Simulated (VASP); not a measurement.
Input of a VASP 6.6.1 run:

File INCAR:

```
SYSTEM = As
ALGO = Normal
EDIFF = 1E-6
ENCUT = 520
ISIF = 2
ISMEAR = -1
LASPH = .True.
LCHARG = .False.
LREAL = .False.
LWAVE = .False.
NBANDS = 8
NELM = 60
PREC = Accurate
SIGMA = 0.05
```

The input KPOINTS:

```
k-points
0
Gamma
  10 10 10
  0 0 0
```

File POSCAR:

```
As
1.0
    2.7036817444      0.0000000000      0.0000000000
    0.0000000000      2.7036817444      0.0000000000
    0.0000000000      0.0000000000      2.7036817444
As
1
Direct
    0.5000000000      0.5000000000      0.5000000000
```

Potentials or basis: VASP PAW LDA potentials, release 64 (As).

Command:

```console
$ cat potpaw_LDA.64/As/POTCAR > POTCAR
$ mpirun -np 1 vasp_std > vasp.out
```

Task: Predict the pressure.

Result: -2.9 GPa.
